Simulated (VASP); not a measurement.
# InO in VASP: a series of runs

Runs on InO. Level: PBE+D3(BJ). Tasks: single point.

Everything below comes from runs of VASP 6.6.1. Logs are shortened: lines on timing, memory, paths and dates and some standing lists are left out, and cuts for length are marked.

## (1) The cell of the first run

The cell holds a slab with vacuum, 4 atoms: a = 3.601 Å, b = 3.601 Å, c = 15.456 Å, α = 90.00°, β = 90.00°, γ = 120.00°.

## (2) Single point, PBE+D3(BJ) (strain +0.050 along x and y, -0.025 along z)

Input file INCAR:

```
SYSTEM = InO
PREC = Accurate
ENCUT = 520
EDIFF = 1E-7
ISMEAR = 0
SIGMA = 0.05
LREAL = .FALSE.
LASPH = .TRUE.
NELM = 80
ALGO = Normal
ISIF = 2
LWAVE = .FALSE.
LCHARG = .TRUE.
GGA = PE
IVDW = 12
LELF = .TRUE.
LVHAR = .TRUE.
NBANDS = 27
```

Input file KPOINTS:

```
Automatic mesh
0
G
  12 12 2
  0 0 0
```

Input file POSCAR:

```
InO
1.0
    3.6012723468      0.0000000000      0.0000000000
   -1.8006361734      3.1187933383      0.0000000000
    0.0000000000      0.0000000000     15.4557216763
In O
2 2
Direct
    0.6666666667      0.3333333333      0.5895266171
    0.6666666667      0.3333333333      0.4104733829
    0.0000000000      0.0000000000      0.6398766429
    0.0000000000      0.0000000000      0.3601233571
```

Potentials or basis: VASP PAW PBE potentials, release 64 (In_d, O).

Started as:

```bash
$ cat potpaw_PBE.64/In_d/POTCAR potpaw_PBE.64/O/POTCAR > POTCAR
$ mpirun -np 1 vasp_std > vasp.out
```

OUTCAR:

```text
SYSTEM = InO
   PREC = Accurate
   ENCUT = 520
   EDIFF = 1E-7
   ISMEAR = 0
   LREAL = .FALSE.
   LASPH = .TRUE.
   NELM = 80
   ISIF = 2
   GGA = PE
   IVDW = 12
 IVDW          = 12

 ion  position               nearest neighbor table
   1  0.667  0.333  0.590-   3 2.22   3 2.22   3 2.22   2 2.77
   2  0.667  0.333  0.410-   4 2.22   4 2.22   4 2.22   1 2.77
   3  0.000  0.000  0.640-   1 2.22   1 2.22   1 2.22
   4  0.000  0.000  0.360-   2 2.22   2 2.22   2 2.22

  LATTYP: Found a hexagonal cell.
 ALAT       =     3.6012723468
 C/A-ratio  =     4.2917391932

  Lattice vectors:

 A1 = (   3.6012723468,   0.0000000000,   0.0000000000)
 A2 = (  -1.8006361734,   3.1187933383,   0.0000000000)
 A3 = (   0.0000000000,   0.0000000000,  15.4557216763)

Analysis of symmetry for initial positions (statically):
=====================================================================
 Subroutine PRICEL returns:
 Original cell was already a primitive cell.

 Routine SETGRP: Setting up the symmetry group for a
 hexagonal supercell.

 Subroutine GETGRP returns: Found 12 space group operations
 (whereof 12 operations were pure point group operations)
 out of a pool of 24 trial point group operations.

The static configuration has the point symmetry D_3h.

Analysis of symmetry for dynamics (positions and initial velocities):
=====================================================================
 Subroutine PRICEL returns:
 Original cell was already a primitive cell.

 Routine SETGRP: Setting up the symmetry group for a
 hexagonal supercell.

 Subroutine GETGRP returns: Found 12 space group operations
 (whereof 12 operations were pure point group operations)
 out of a pool of 24 trial point group operations.

The dynamic configuration has the point symmetry D_3h.

 Subroutine INISYM returns: Found 12 space group operations
 (whereof 12 operations are pure point group operations),
 and found     1 'primitive' translations

----------------------------------------------------------------------------------------

                                     Primitive cell

  volume of cell :     173.5929

  direct lattice vectors                    reciprocal lattice vectors
     3.601272347  0.000000000  0.000000000     0.277679638  0.160318413  0.000000000
    -1.800636173  3.118793338  0.000000000     0.000000000  0.320636827  0.000000000
     0.000000000  0.000000000 15.455721676     0.000000000  0.000000000  0.064700958

  length of vectors
     3.601272347  3.601272347 15.455721676     0.320636827  0.320636827  0.064700958

  position of ions in fractional coordinates (direct lattice)
     0.666666667  0.333333333  0.589526617
     0.666666667  0.333333333  0.410473383
     0.000000000  0.000000000  0.639876643
     0.000000000  0.000000000  0.360123357

  ion indices of the primitive-cell ions
   primitive index   ion index
                 1           1
                 2           2
                 3           3
                 4           4

----------------------------------------------------------------------------------------

 KPOINTS: Automatic mesh

Automatic generation of k-mesh.
 Grid dimensions read from file:
 generate k-points for:   12   12    2

 Generating k-lattice:

  Cartesian coordinates                     Fractional coordinates (reciprocal lattice)
     0.023139970  0.013359868  0.000000000     0.083333333  0.000000000  0.000000000
     0.000000000  0.026719736  0.000000000     0.000000000  0.083333333  0.000000000
     0.000000000  0.000000000  0.032350479     0.000000000  0.000000000  0.500000000

  Length of vectors
     0.026719736  0.026719736  0.032350479

  Shift w.r.t. Gamma in fractional coordinates (k-lattice)
     0.000000000  0.000000000  0.000000000

 Subroutine IBZKPT returns following result:
 ===========================================

 Found     38 irreducible k-points:

 Following reciprocal coordinates:
            Coordinates               Weight
  0.000000  0.000000  0.000000      1.000000
  0.083333 -0.000000  0.000000      6.000000
  0.166667 -0.000000  0.000000      6.000000
  0.250000 -0.000000  0.000000      6.000000
  0.333333 -0.000000  0.000000      6.000000
  0.416667 -0.000000  0.000000      6.000000
[... 16 lines left out ...]
  0.250000 -0.000000  0.500000      6.000000
  0.333333 -0.000000  0.500000      6.000000
 [... further k-points ...]
   k-points           NKPTS =     38   k-points in BZ     NKDIM =     38   number of bands    NBANDS=     27
   number of dos      NEDOS =    301   number of ions     NIONS =      4
   total plane-waves  NPLWV =  94080
   dimension x,y,z NGX =    28 NGY =   28 NGZ =  120
   dimension x,y,z NGXF=    56 NGYF=   56 NGZF=  240
   ions per type =               2   2
   NGX,Y,Z   is equivalent  to a cutoff of  12.93, 12.93, 12.91 a.u.
   NGXF,Y,Z  is equivalent  to a cutoff of  25.85, 25.85, 25.82 a.u.
 SYSTEM =  InO
   PREC   = accura    normal or accurate (medium, high low for compatibility)
   ISTART =      0    job   : 0-new  1-cont  2-samecut
   ICHARG =      2    charge: 1-file 2-atom 10-const
   ISPIN  =      1    spin polarized calculation?
   LNONCOLLINEAR =      F non collinear calculations
   LSORBIT =      F    spin-orbit coupling
   LASPH  =      T    aspherical Exc in radial PAW
   ENCUT  =  520.0 eV  38.22 Ry    6.18 a.u.   6.70  6.70 28.74*2*pi/ulx,y,z
   NELM   =     80;   NELMIN=  2; NELMDL= -5     # of ELM steps
   EDIFF  = 0.1E-06   stopping-criterion for ELM
   LREAL  =      F    real-space projection
   EDIFFG = 0.1E-05   stopping-criterion for IOM
   NSW    =      0    number of steps for IOM
   IBRION =     -1    ionic relax: 0-MD 1-quasi-New 2-CG
   NFREE  =      0    steps in history (QN), initial steepest desc. (CG)
   ISIF   =      2    stress and relaxation
   ISYM   =      2    0-nonsym 1-usesym 2-fastsym
   POTIM  = 0.5000    time-step for ionic-motion
   TEBEG  =    0.0;   TEEND  =   0.0 temperature during run
   PSTRESS=    0.0 pullay stress
   NELECT =      38.0000    total number of electrons
   NUPDOWN=      -1.0000    fix difference up-down
   EMIN   =  10.00;   EMAX   =-10.00  energy-range for DOS
   EFERMI =   0.00;   METHOD = LEGACY
   ISMEAR =     0;   SIGMA  =   0.05  broadening in eV -4-tet -1-fermi 0-gaus
   EFERMI_NEDOS =   21; number of points for ismear=-14 and -15
   IALGO  =     38    algorithm
   IMIX   =      4    mixing-type and parameters
     AMIX     =   0.40;   BMIX     =  1.00
     AMIX_MAG =   1.60;   BMIX_MAG =  1.00
  volume/ion in A,a.u.               =      43.40       292.87
  Fermi-wavevector in a.u.,A,eV,Ry     =   0.986640  1.864479 13.244708  0.973459
  Thomas-Fermi vector in A             =   2.118036
   LORBIT       =      0    0 simple, 1 ext, 2 COOP (PROOUT), +10 PAW based schemes
   GGA     = PE    functional components
   LHFCALC =     F    Hartree Fock is set to
   AEXX    =    0.0000 exact exchange contribution
   IVDW    =    12    specifies the selected vdW correction
   LEPSILON=     F    determine dielectric tensor
   LRPA    =     F    only Hartree local field effects (RPA)
 non-spin polarized calculation
 Gauss-broadening in eV      SIGMA  =   0.05
  energy-cutoff  :      520.00
  volume of cell :      173.59
 maximum number of plane-waves:      4750
 NGX is ok and might be reduce to    28
   NGX = 13   NGY = 13   NGZ = 57

 number of electron      37.9999991 magnetization

 Free energy of the ion-electron system (eV)
  ---------------------------------------------------
  ext. energy  EPLUGINS =         0.00000000
  ---------------------------------------------------
  free energy    TOTEN  =       -19.21162613 eV

  energy without entropy =      -19.21162613  energy(sigma->0) =      -19.21162613

 E-fermi :  -1.8425     XC(G=0):  -4.7969

 val. band max:       -2.0422978570   @ k =   0.1667   0.1667   0.5000
 cond. band min:      -1.6621286783   @ k =   0.0000   0.0000   0.5000
 fundamental gap:      0.3801691787
 Fermi energy:        -1.8425181098

 k-point     1 :       0.0000    0.0000    0.0000
  band No.  band energies     occupation
      1     -18.9917      2.00000
      2     -18.9685      2.00000
      3     -15.5294      2.00000
      4     -15.4233      2.00000
      5     -15.4233      2.00000
      6     -15.3557      2.00000
[... 19 lines left out ...]
     26       6.4605      0.00000
     27       6.4917      0.00000

 k-point     2 :       0.0833   -0.0000    0.0000
  band No.  band energies     occupation
      1     -18.9848      2.00000
      2     -18.9627      2.00000
      3     -15.5571      2.00000
      4     -15.4149      2.00000
      5     -15.3674      2.00000
      6     -15.3427      2.00000
[... 19 lines left out ...]
     26       6.5563      0.00000
     27       6.5594      0.00000

 k-point     3 :       0.1667   -0.0000    0.0000
  band No.  band energies     occupation
      1     -18.9672      2.00000
      2     -18.9479      2.00000
      3     -15.5856      2.00000
      4     -15.3978      2.00000
      5     -15.3232      2.00000
      6     -15.3071      2.00000
[... 19 lines left out ...]
     26       6.5229      0.00000
     27       6.8291      0.00000

 k-point     4 :       0.2500   -0.0000    0.0000
  band No.  band energies     occupation
      1     -18.9466      2.00000
      2     -18.9303      2.00000
      3     -15.5948      2.00000
      4     -15.3875      2.00000
      5     -15.3459      2.00000
      6     -15.2595      2.00000
[... 19 lines left out ...]
     26       5.9196      0.00000
     27       7.2128      0.00000
[... 516 lines left out ...]
      4     -15.3978      2.00000
      5     -15.3232      2.00000
      6     -15.3071      2.00000
[... 19 lines left out ...]
     26       6.1289      0.00000
     27       6.7755      0.00000

 k-point    23 :       0.2500   -0.0000    0.5000
  band No.  band energies     occupation
      1     -18.9465      2.00000
      2     -18.9302      2.00000
      3     -15.5948      2.00000
      4     -15.3875      2.00000
      5     -15.3459      2.00000
      6     -15.2595      2.00000
[... 19 lines left out ...]
     26       5.9196      0.00000
     27       6.4148      0.00000

 k-point    24 :       0.3333   -0.0000    0.5000
  band No.  band energies     occupation
      1     -18.9299      2.00000
      2     -18.9157      2.00000
      3     -15.5917      2.00000
      4     -15.3866      2.00000
      5     -15.3685      2.00000
      6     -15.2153      2.00000
[... 19 lines left out ...]
     26       6.3217      0.00000
     27       6.8976      0.00000

 [... further k-points ...]

------------------------ aborting loop because EDIFF is reached ----------------------------------------

 Edisp (eV)   -0.52921

 E8    (eV) :    -0.2482

  FORCE on cell =-STRESS in cart. coord.  units (eV):
  Direction    XX          YY          ZZ          XY          YZ          ZX
  --------------------------------------------------------------------------------------
  -------------------------------------------------------------------------------------
  Total      -5.14414    -5.14414     0.17881     0.00000     0.00000    -0.00000
  in kB     -47.47786   -47.47786     1.65038     0.00000     0.00000    -0.00000
  external pressure =      -31.10 kB  Pullay stress =        0.00 kB

 VOLUME and BASIS-vectors are now :
 -----------------------------------------------------------------------------
  energy-cutoff  :      520.00
  volume of cell :      173.59
      direct lattice vectors                 reciprocal lattice vectors
     3.601272347  0.000000000  0.000000000     0.277679638  0.160318413  0.000000000
    -1.800636173  3.118793338  0.000000000     0.000000000  0.320636827  0.000000000
     0.000000000  0.000000000 15.455721676     0.000000000  0.000000000  0.064700958

 POSITION                                       TOTAL-FORCE (eV/Angst)
 -----------------------------------------------------------------------------------
      1.80064      1.03960      9.11156         0.000000     -0.000000      0.931570
      1.80064      1.03960      6.34416         0.000000     -0.000000     -0.931570
      0.00000      0.00000      9.88976        -0.000000      0.000000     -0.536180
      0.00000      0.00000      5.56597        -0.000000     -0.000000      0.536180
 -----------------------------------------------------------------------------------
    total drift:                                0.000001     -0.000000      0.000000

  FREE ENERGIE OF THE ION-ELECTRON SYSTEM (eV)
  ---------------------------------------------------
  free  energy   TOTEN  =       -19.7408391608 eV

  energy  without entropy=      -19.7408391599  energy(sigma->0) =      -19.74083916
```

It took 4.2 min on 1 thread of Intel Xeon 6975P-C, shared host; peak memory 0.39 GiB.

What came out:

| Quantity | Value |
| --- | --- |
| Free energy | -19.7408 eV |
| Largest force | 0.932 eV/Å |
| Band gap on the k mesh | 0.38 eV, indirect (least direct gap 0.82 eV) |
| Dispersion energy per atom | -0.132 eV |

Forces on the atoms (eV/Å):
```
In   0.000  0.000  0.932
In   0.000  0.000 -0.932
O    0.000  0.000 -0.536
O    0.000  0.000  0.536
```

Levels at points of the mesh, in eV from the valence-band top:
| k point | band 17 | band 18 | band 19 | band 20 | band 21 | band 22 |
| --- | --- | --- | --- | --- | --- | --- |
| (0.00, 0.00, 0.00) | -1.41 | -1.41 | -0.44 | 0.38 | 3.29 | 6.34 |
| (0.50, 0.00, 0.00) | -2.11 | -1.43 | -0.16 | 2.38 | 3.84 | 5.63 |
| (0.00, 0.00, 0.50) | -1.41 | -1.41 | -0.44 | 0.38 | 3.29 | 6.11 |
| (0.50, 0.00, 0.50) | -2.11 | -1.43 | -0.16 | 2.38 | 3.84 | 5.63 |

Caveat: the cell differs from its parent crystal (strain +0.050 along x and y, -0.025 along z); spin-orbit coupling is left out, which moves the levels of the heavy elements.

## (3) Single point, PBE+D3(BJ) (strain -0.050 along x and y, -0.050 along z)

Input file INCAR:

```
PREC = Accurate ; ENCUT = 520
EDIFF = 1E-7 ; ISMEAR = 0
SIGMA = 0.05 ; LREAL = F
LASPH = T ; NELM = 100
ALGO = Normal ; ISIF = 2
LWAVE = F ; LCHARG = F
GGA = PE ; IVDW = 12
NBANDS = 27
```

Input file KPOINTS:

```
Automatic mesh
0
Gamma
  12 12 2
```

Input file POSCAR:

```
InO
1.0
    3.2582940281      0.0000000000      0.0000000000
   -1.6291470140      2.8217654013      0.0000000000
    0.0000000000      0.0000000000     15.0594211205
In O
2 2
Direct
    0.6666666667      0.3333333333      0.5895266171
    0.6666666667      0.3333333333      0.4104733829
    0.0000000000      0.0000000000      0.6398766429
    0.0000000000      0.0000000000      0.3601233571
```

Potentials or basis: VASP PAW PBE potentials, release 64 (In_d, O).

Started as:

```bash
$ cat potpaw_PBE.64/In_d/POTCAR potpaw_PBE.64/O/POTCAR > POTCAR
$ mpirun -np 1 vasp_std > vasp.out
```

OUTCAR:

```text
PREC = Accurate
   ENCUT = 520
   EDIFF = 1E-7
   ISMEAR = 0
   LREAL = F
   LASPH = T
   NELM = 100
   ISIF = 2
   GGA = PE
   IVDW = 12
 IVDW          = 12

 ion  position               nearest neighbor table
   1  0.667  0.333  0.590-   3 2.03   3 2.03   3 2.03   2 2.70
   2  0.667  0.333  0.410-   4 2.03   4 2.03   4 2.03   1 2.70
   3  0.000  0.000  0.640-   1 2.03   1 2.03   1 2.03
   4  0.000  0.000  0.360-   2 2.03   2 2.03   2 2.03

[... 918 lines left out ...]

 Edisp (eV)   -0.65725

 E8    (eV) :    -0.3068

  FORCE on cell =-STRESS in cart. coord.  units (eV):
  Direction    XX          YY          ZZ          XY          YZ          ZX
  --------------------------------------------------------------------------------------
  -------------------------------------------------------------------------------------
  Total       9.45018     9.45018     4.91227     0.00000    -0.00000    -0.00000
  in kB     109.35314   109.35314    56.84256     0.00000    -0.00000    -0.00000
  external pressure =       91.85 kB  Pullay stress =        0.00 kB

 VOLUME and BASIS-vectors are now :
 -----------------------------------------------------------------------------
  energy-cutoff  :      520.00
  volume of cell :      138.46
      direct lattice vectors                 reciprocal lattice vectors
     3.258294028  0.000000000  0.000000000     0.306909073  0.177194036  0.000000000
    -1.629147014  2.821765401  0.000000000     0.000000000  0.354388072  0.000000000
     0.000000000  0.000000000 15.059421120     0.000000000  0.000000000  0.066403615

 POSITION                                       TOTAL-FORCE (eV/Angst)
 -----------------------------------------------------------------------------------
      1.62915      0.94059      8.87793        -0.000000     -0.000000     -0.812878
      1.62915      0.94059      6.18149        -0.000000     -0.000000      0.812878
      0.00000      0.00000      9.63617        -0.000000      0.000000      1.707821
      0.00000      0.00000      5.42325         0.000000      0.000000     -1.707821
 -----------------------------------------------------------------------------------
    total drift:                               -0.000000      0.000000      0.000000

  FREE ENERGIE OF THE ION-ELECTRON SYSTEM (eV)
  ---------------------------------------------------
  free  energy   TOTEN  =       -19.4061726877 eV

  energy  without entropy=      -19.4061726877  energy(sigma->0) =      -19.40617269
```

Wall time 2.9 min (1 thread of Intel Xeon 6975P-C, shared host); peak memory 0.31 GiB.

Results:

```yaml
Free_energy: -19.4062 eV
Largest_force: 1.708 eV/Å
Band_gap_on_the_k_mesh: 0.61 eV, indirect (least direct gap 1.71 eV)
Dispersion_energy_per_atom: -0.164 eV
```

Forces in eV/Å, atoms in the order of the input:
```
In   0.000  0.000 -0.813
In   0.000  0.000  0.813
O    0.000  0.000  1.708
O    0.000  0.000 -1.708
```

Caveat: the cell differs from its parent crystal (strain -0.050 along x and y, -0.050 along z); spin-orbit coupling is left out, which moves the levels of the heavy elements.

## (4) Single point, PBE+D3(BJ) (strain -0.050 along x and y, -0.025 along z)

Input file INCAR:

```
  PREC = Accurate
  ENCUT = 520
  EDIFF = 1E-7
  ISMEAR = 0
  SIGMA = 0.05
  LREAL = F
  LASPH = T
  NELM = 80
  ALGO = Normal
  ISIF = 2
  LWAVE = F
  LCHARG = F
  GGA = PE
  IVDW = 12
  NBANDS = 27
```

Input file KPOINTS:

```
regular mesh
0
Gamma
  12 12 2
```

Edit POSCAR of step 3 so:

```diff
@@ -4,3 +4,3 @@
    -1.6291470140      2.8217654013      0.0000000000
-    0.0000000000      0.0000000000     15.0594211205
+    0.0000000000      0.0000000000     15.4557216763
 In O
```

Started as:

```bash
$ cat potpaw_PBE.64/In_d/POTCAR potpaw_PBE.64/O/POTCAR > POTCAR
$ mpirun -np 1 vasp_std > vasp.out
```

It took 3.6 min on 1 thread of Intel Xeon 6975P-C, shared host; peak memory 0.33 GiB.

The run converged. Its results:

```
Free energy                : -19.5141 eV
Largest force              : 1.479 eV/Å
Band gap on the k mesh     : 0.48 eV, indirect (least direct gap 1.64 eV)
Dispersion energy per atom : -0.162 eV
```

Forces on the atoms (eV/Å):
```
In   0.000  0.000 -1.089
In   0.000  0.000  1.089
O    0.000  0.000  1.479
O    0.000  0.000 -1.479
```

Levels at points of the mesh, in eV from the valence-band top:
| k point | band 15 | band 16 | band 17 | band 18 | band 19 | band 20 | band 21 | band 22 | band 23 | band 24 |
| --- | --- | --- | --- | --- | --- | --- | --- | --- | --- | --- |
| (0.00, 0.00, 0.00) | -2.01 | -2.01 | -1.97 | -1.97 | -1.16 | 0.48 | 3.54 | 5.83 | 5.97 | 7.97 |
| (0.50, 0.00, 0.00) | -3.26 | -3.14 | -3.01 | -2.61 | -0.43 | 2.22 | 4.99 | 5.59 | 7.64 | 8.87 |
| (0.00, 0.00, 0.50) | -2.01 | -2.01 | -1.97 | -1.97 | -1.16 | 0.48 | 3.54 | 5.63 | 6.35 | 7.32 |
| (0.50, 0.00, 0.50) | -3.26 | -3.14 | -3.01 | -2.61 | -0.43 | 2.22 | 4.99 | 5.59 | 7.64 | 8.84 |

Caveat: the cell differs from its parent crystal (strain -0.050 along x and y, -0.025 along z); spin-orbit coupling is left out, which moves the levels of the heavy elements.

[end of part 1 of 2]
